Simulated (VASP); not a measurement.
# Ta2N (P-3m1) in VASP: further runs

The runs below take Ta2N through single point, with PBE.

Everything below comes from runs of VASP 6.6.1. Logs are shortened: lines on timing, memory, paths and dates and some standing lists are left out, and cuts for length are marked.

## (1) The cell of the first run

Symmetry: P-3m1, No. 164, trigonal system. The conventional cell has a = 3.256 Å, b = 3.256 Å, c = 4.638 Å, α = 90.00°, β = 90.00°, γ = 120.00°. Ta (site symmetry 3m) has 3 N at 2.22 Å and 6 Ta at 2.95 to 3.02 Å within 3.1 Å. Within 2.9 Å of N (site symmetry -3m) lie 6 Ta at 2.22 Å.

## (2) Single point, PBE (strain +0.050 along x and y, -0.050 along z)

File INCAR:

```
SYSTEM = Ta2N
ALGO = Normal
EDIFF = 1E-7
ENCUT = 520
GGA = PE
ISIF = 2
ISMEAR = 0
LASPH = .True.
LCHARG = .False.
LREAL = .False.
LWAVE = .False.
NBANDS = 20
NELM = 80
PREC = Accurate
SIGMA = 0.15
```

File KPOINTS:

```
k-points
0
Gamma
  18 18 10
  0 0 0
```

File POSCAR:

```
Ta2N
1.0
    3.2561970625      0.0000000000      0.0000000000
   -1.6280985312      2.8199493758      0.0000000000
    0.0000000000      0.0000000000      4.6377955369
Ta N
2 1
Direct
    0.6666666667      0.3333333333      0.7449050326
    0.3333333333      0.6666666667      0.2550949674
    0.0000000000      0.0000000000      0.0000000000
```

Potentials or basis: VASP PAW PBE potentials, release 64 (Ta_pv, N).

Launch:

```
> cat potpaw_PBE.64/Ta_pv/POTCAR potpaw_PBE.64/N/POTCAR > POTCAR
> mpirun -np 1 vasp_std > vasp.out
```

OUTCAR:

```text
SYSTEM = Ta2N
   EDIFF = 1E-7
   ENCUT = 520
   GGA = PE
   ISIF = 2
   ISMEAR = 0
   LASPH = .True.
   LREAL = .False.
   NELM = 80
   PREC = Accurate

 ion  position               nearest neighbor table
   1  0.667  0.333  0.745-   3 2.22   3 2.22   3 2.22   2 2.95   2 2.95   2 2.95   2 3.02   2 3.02
                             2 3.02
   2  0.333  0.667  0.255-   3 2.22   3 2.22   3 2.22   1 2.95   1 2.95   1 2.95   1 3.02   1 3.02
                             1 3.02
   3  0.000  0.000  0.000-   1 2.22   2 2.22   2 2.22   1 2.22   1 2.22   2 2.22

  LATTYP: Found a hexagonal cell.
 ALAT       =     3.2561970625
 C/A-ratio  =     1.4242981760

  Lattice vectors:

 A1 = (   3.2561970625,   0.0000000000,   0.0000000000)
 A2 = (  -1.6280985312,   2.8199493758,   0.0000000000)
 A3 = (   0.0000000000,   0.0000000000,   4.6377955369)

Analysis of symmetry for initial positions (statically):
=====================================================================
 Subroutine PRICEL returns:
 Original cell was already a primitive cell.

 Routine SETGRP: Setting up the symmetry group for a
 hexagonal supercell.

 Subroutine GETGRP returns: Found 12 space group operations
 (whereof 12 operations were pure point group operations)
 out of a pool of 24 trial point group operations.

The static configuration has the point symmetry D_3d.

Analysis of symmetry for dynamics (positions and initial velocities):
=====================================================================
 Subroutine PRICEL returns:
 Original cell was already a primitive cell.

 Routine SETGRP: Setting up the symmetry group for a
 hexagonal supercell.

 Subroutine GETGRP returns: Found 12 space group operations
 (whereof 12 operations were pure point group operations)
 out of a pool of 24 trial point group operations.

The dynamic configuration has the point symmetry D_3d.

 Subroutine INISYM returns: Found 12 space group operations
 (whereof 12 operations are pure point group operations),
 and found     1 'primitive' translations

----------------------------------------------------------------------------------------

                                     Primitive cell

  volume of cell :      42.5857

  direct lattice vectors                    reciprocal lattice vectors
     3.256197063  0.000000000  0.000000000     0.307106720  0.177308148  0.000000000
    -1.628098531  2.819949376  0.000000000     0.000000000  0.354616295  0.000000000
     0.000000000  0.000000000  4.637795537     0.000000000  0.000000000  0.215619682

  length of vectors
     3.256197063  3.256197062  4.637795537     0.354616295  0.354616295  0.215619682

  position of ions in fractional coordinates (direct lattice)
     0.666666667  0.333333333  0.744905033
     0.333333333  0.666666667  0.255094967
     0.000000000  0.000000000  0.000000000

  ion indices of the primitive-cell ions
   primitive index   ion index
                 1           1
                 2           2
                 3           3

----------------------------------------------------------------------------------------

 KPOINTS: k-points

Automatic generation of k-mesh.
 Grid dimensions read from file:
 generate k-points for:   18   18   10

 Generating k-lattice:

  Cartesian coordinates                     Fractional coordinates (reciprocal lattice)
     0.017061484  0.009850453  0.000000000     0.055555556  0.000000000  0.000000000
     0.000000000  0.019700905  0.000000000     0.000000000  0.055555556  0.000000000
     0.000000000  0.000000000  0.021561968     0.000000000  0.000000000  0.100000000

  Length of vectors
     0.019700905  0.019700905  0.021561968

  Shift w.r.t. Gamma in fractional coordinates (k-lattice)
     0.000000000  0.000000000  0.000000000

 Subroutine IBZKPT returns following result:
 ===========================================

 Found    330 irreducible k-points:

 Following reciprocal coordinates:
            Coordinates               Weight
  0.000000  0.000000  0.000000      1.000000
  0.055556  0.000000  0.000000      6.000000
  0.111111  0.000000  0.000000      6.000000
  0.166667  0.000000  0.000000      6.000000
  0.222222  0.000000  0.000000      6.000000
  0.277778  0.000000  0.000000      6.000000
[... 16 lines left out ...]
  0.333333  0.111111  0.000000     12.000000
  0.388889  0.111111  0.000000     12.000000
 [... further k-points ...]
   k-points           NKPTS =    330   k-points in BZ     NKDIM =    330   number of bands    NBANDS=     20
   number of dos      NEDOS =    301   number of ions     NIONS =      3
   total plane-waves  NPLWV =  20736
   dimension x,y,z NGX =    24 NGY =   24 NGZ =   36
   dimension x,y,z NGXF=    48 NGYF=   48 NGZF=   72
   ions per type =               2   1
   NGX,Y,Z   is equivalent  to a cutoff of  12.25, 12.25, 12.90 a.u.
   NGXF,Y,Z  is equivalent  to a cutoff of  24.51, 24.51, 25.81 a.u.
 SYSTEM =  Ta2N
   PREC   = accura    normal or accurate (medium, high low for compatibility)
   ISTART =      0    job   : 0-new  1-cont  2-samecut
   ICHARG =      2    charge: 1-file 2-atom 10-const
   ISPIN  =      1    spin polarized calculation?
   LNONCOLLINEAR =      F non collinear calculations
   LSORBIT =      F    spin-orbit coupling
   LASPH  =      T    aspherical Exc in radial PAW
   ENCUT  =  520.0 eV  38.22 Ry    6.18 a.u.   6.05  6.05  8.62*2*pi/ulx,y,z
   NELM   =     80;   NELMIN=  2; NELMDL= -5     # of ELM steps
   EDIFF  = 0.1E-06   stopping-criterion for ELM
   LREAL  =      F    real-space projection
   EDIFFG = 0.1E-05   stopping-criterion for IOM
   NSW    =      0    number of steps for IOM
   IBRION =     -1    ionic relax: 0-MD 1-quasi-New 2-CG
   NFREE  =      0    steps in history (QN), initial steepest desc. (CG)
   ISIF   =      2    stress and relaxation
   ISYM   =      2    0-nonsym 1-usesym 2-fastsym
   POTIM  = 0.5000    time-step for ionic-motion
   TEBEG  =    0.0;   TEEND  =   0.0 temperature during run
   PSTRESS=    0.0 pullay stress
   NELECT =      27.0000    total number of electrons
   NUPDOWN=      -1.0000    fix difference up-down
   EMIN   =  10.00;   EMAX   =-10.00  energy-range for DOS
   EFERMI =   0.00;   METHOD = LEGACY
   ISMEAR =     0;   SIGMA  =   0.15  broadening in eV -4-tet -1-fermi 0-gaus
   EFERMI_NEDOS =   21; number of points for ismear=-14 and -15
   IALGO  =     38    algorithm
   IMIX   =      4    mixing-type and parameters
     AMIX     =   0.40;   BMIX     =  1.00
     AMIX_MAG =   1.60;   BMIX_MAG =  1.00
  volume/ion in A,a.u.               =      14.20        95.79
  Fermi-wavevector in a.u.,A,eV,Ry     =   1.406398  2.657707 26.911714  1.977955
  Thomas-Fermi vector in A             =   2.528762
   LORBIT       =      0    0 simple, 1 ext, 2 COOP (PROOUT), +10 PAW based schemes
   GGA     = PE    functional components
   LHFCALC =     F    Hartree Fock is set to
   AEXX    =    0.0000 exact exchange contribution
   IVDW    =     0    specifies the selected vdW correction
   LEPSILON=     F    determine dielectric tensor
   LRPA    =     F    only Hartree local field effects (RPA)
 non-spin polarized calculation
 Gauss-broadening in eV      SIGMA  =   0.15
  energy-cutoff  :      520.00
  volume of cell :       42.59
 maximum number of plane-waves:      1167
   NGX = 13   NGY = 13   NGZ = 17

 number of electron      26.9999999 magnetization

 Free energy of the ion-electron system (eV)
  ---------------------------------------------------
  ext. energy  EPLUGINS =         0.00000000
  ---------------------------------------------------
  free energy    TOTEN  =       -34.14862949 eV

  energy without entropy =      -34.13624187  energy(sigma->0) =      -34.14243568

 E-fermi :   6.9919     XC(G=0): -12.6230

 val. band max:        6.9878387078   @ k =   0.2222   0.0556   0.4000
 cond. band min:       6.9939713288   @ k =   0.3333   0.2778   0.5000
 fundamental gap:      0.0061326210
 Fermi energy:         6.9918689176

 k-point     1 :       0.0000    0.0000    0.0000
  band No.  band energies     occupation
      1     -28.6001      2.00000
      2     -28.0858      2.00000
      3     -28.0858      2.00000
      4     -27.9095      2.00000
      5     -27.9095      2.00000
      6     -27.6421      2.00000
[... 12 lines left out ...]
     19       8.1670      0.00000
     20      12.2081      0.00000

 k-point     2 :       0.0556    0.0000    0.0000
  band No.  band energies     occupation
      1     -28.5920      2.00000
      2     -28.0972      2.00000
      3     -28.0912      2.00000
      4     -27.9217      2.00000
      5     -27.9093      2.00000
      6     -27.6469      2.00000
[... 12 lines left out ...]
     19       8.3728      0.00000
     20      12.1754      0.00000

 k-point     3 :       0.1111    0.0000    0.0000
  band No.  band energies     occupation
      1     -28.5684      2.00000
      2     -28.1301      2.00000
      3     -28.1062      2.00000
      4     -27.9563      2.00000
      5     -27.9093      2.00000
      6     -27.6615      2.00000
[... 12 lines left out ...]
     19       8.9734      0.00000
     20      12.0202      0.00000

 k-point     4 :       0.1667    0.0000    0.0000
  band No.  band energies     occupation
      1     -28.5304      2.00000
      2     -28.1812      2.00000
      3     -28.1281      2.00000
      4     -28.0076      2.00000
      5     -27.9104      2.00000
      6     -27.6855      2.00000
[... 429 lines left out ...]
 k-point    23 :       0.3333    0.1111    0.0000
  band No.  band energies     occupation
      1     -28.4348      2.00000
      2     -28.2731      2.00000
      3     -28.2687      2.00000
      4     -28.1875      2.00000
      5     -27.9542      2.00000
      6     -27.8695      2.00000
[... 12 lines left out ...]
     19      11.2488      0.00000
     20      11.6604      0.00000

 k-point    24 :       0.3889    0.1111    0.0000
  band No.  band energies     occupation
      1     -28.4690      2.00000
      2     -28.2667      2.00000
      3     -28.2289      2.00000
      4     -28.2177      2.00000
      5     -27.9582      2.00000
      6     -27.9121      2.00000
[... 12 lines left out ...]
     19      11.0825      0.00000
     20      11.8045      0.00000

 [... further k-points ...]

------------------------ aborting loop because EDIFF is reached ----------------------------------------

  FORCE on cell =-STRESS in cart. coord.  units (eV):
  Direction    XX          YY          ZZ          XY          YZ          ZX
  --------------------------------------------------------------------------------------
  -------------------------------------------------------------------------------------
  Total       -4.5833325     -4.5833325      1.0397707     -0.0000000      0.0000000     -0.0000000
  in kB     -172.4361672   -172.4361672     39.1187137     -0.0000000      0.0000000     -0.0000000
  external PRESSURE =    -101.9178735 kB  Pullay stress =       0.0000000 kB

 VOLUME and BASIS-vectors are now :
 -----------------------------------------------------------------------------
  energy-cutoff  :      520.00
  volume of cell :       42.59
      direct lattice vectors                 reciprocal lattice vectors
     3.256197063  0.000000000  0.000000000     0.307106720  0.177308148  0.000000000
    -1.628098531  2.819949376  0.000000000     0.000000000  0.354616295  0.000000000
     0.000000000  0.000000000  4.637795537     0.000000000  0.000000000  0.215619682

 POSITION                                       TOTAL-FORCE (eV/Angst)
 -----------------------------------------------------------------------------------
      1.62810      0.93998      3.45472        -0.000000      0.000000      0.869685
     -0.00000      1.87997      1.18308        -0.000000      0.000000     -0.869685
      0.00000      0.00000      0.00000         0.000000      0.000000      0.000000
 -----------------------------------------------------------------------------------
    total drift:                                0.000000     -0.000000      0.000000

  FREE ENERGIE OF THE ION-ELECTRON SYSTEM (eV)
  ---------------------------------------------------
  free  energy   TOTEN  =       -34.1486294948 eV

  energy  without entropy=      -34.1362418673  energy(sigma->0) =      -34.14243568
```

Run time: 83 s. Hardware: 1 thread of Intel Xeon 6975P-C (Granite Rapids), shared host; peak memory 0.35 GiB.

Results:

| Item | Value |
| --- | --- |
| Free energy | -34.1486 eV |
| Pressure | -10.2 GPa |
| Largest force | 0.870 eV/Å |
| Band gap on the k mesh | zero (an odd number of electrons rules out a gap without spin polarisation) |

Forces in eV/Å, atoms in the order of the input:
```
Ta   0.000  0.000  0.870
Ta   0.000  0.000 -0.870
N    0.000  0.000  0.000
```

Stress tensor (GPa, compression positive):
```
-17.24   0.00   0.00
  0.00 -17.24   0.00
  0.00   0.00   3.91
```

Levels at points of the mesh, in eV from the Fermi level:
```
           k point  band 11  band 12  band 13  band 14  band 15  band 16
(0.00, 0.00, 0.00)    -4.70    -0.24    -0.24    -0.09    -0.09     0.27
(0.50, 0.00, 0.00)    -4.20    -2.65    -1.41     1.15     2.63     3.37
(0.00, 0.00, 0.50)    -2.03    -2.03    -1.37    -1.37     1.51     2.14
(0.50, 0.00, 0.50)    -2.75    -2.11    -2.02     0.27     0.42     2.49
```

Caveat: the cell differs from its parent crystal (strain +0.050 along x and y, -0.050 along z); the cell stands under tension; spin-orbit coupling is left out, which moves the levels of the heavy elements.

(Part 1 of 2 ends here.)
